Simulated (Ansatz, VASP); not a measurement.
One calculation of Pd, two programs

Contents of INCAR:

```
SYSTEM = Pd
PREC = Accurate ; ENCUT = 520
EDIFF = 1E-6 ; ISMEAR = -1
SIGMA = 0.05 ; LREAL = .False.
LASPH = .True. ; NELM = 80
ALGO = Normal ; ISIF = 2
LWAVE = .False. ; LCHARG = .True.
GGA = PE ; LELF = .True.
LVHAR = .True. ; NBANDS = 17
```

The input KPOINTS:

```
Automatic mesh
0
Gamma
  14 14 7
  0 0 0
```

POSCAR

```
Pd
1.0
    2.8293070111      0.0000000000      0.0000000000
   -1.4146535056      2.4502517468      0.0000000000
    0.0000000000      0.0000000000      4.7047899813
Pd
2
Direct
    0.6666666667      0.3333333333      0.7500000000
    0.3333333333      0.6666666667      0.2500000000
```

Input for Ansatz:

```yaml
crystal:
  lattice:
    - [2.8293070111, 0.0, 0.0]
    - [-1.4146535056, 2.4502517468, 0.0]
    - [0.0, 0.0, 4.7047899813]
  atoms:
    - { symbol: Pd, position: [0.6666666667, 0.3333333333, 0.75] }
    - { symbol: Pd, position: [0.3333333333, 0.6666666667, 0.25] }
kpoints:
  mp_grid: { grid: [14, 14, 7] }
scf:
  occupations: { method: fermi_dirac, width: 0.05 }
  lower_state_search: "off"
hamiltonian:
  xc: pbe
  pseudopotentials: { kind: paw }
output:
  forces: true
  stress: true
  eigenvalues: true
```

Change from the starting cell: volume scaled by 1.05, no spin polarisation, PAW files.

Alike in both runs: task single point; functional PBE; k mesh 14 × 14 × 7; occupations fermi-dirac, width 0.05 eV; no spin polarisation.

|  | VASP | Ansatz |
| --- | --- | --- |
| version | VASP 6.6.1 | Ansatz 0.2.0 |
| potentials or method | VASP PAW PBE potentials, release 64 (Pd) | PAW with Ansatz's default frozen-core files, scalar-relativistic |
| plane-wave cutoff (eV) | 520 | 420 |
| valence electrons in the cell | 20 | 36 |

```csv
,VASP,Ansatz,Ansatz less VASP
pressure (GPa),-8.3,-8.1,+0.21
"traceless stress, the component that is largest in VASP (GPa)",0.41,0.46,+0.054
```

With one functional, cell and mesh, what is left measures potentials, basis and numerics. VASP's potentials hold 20 valence electrons a cell and Ansatz's 36, so a difference there can come from the potentials and not from the codes.
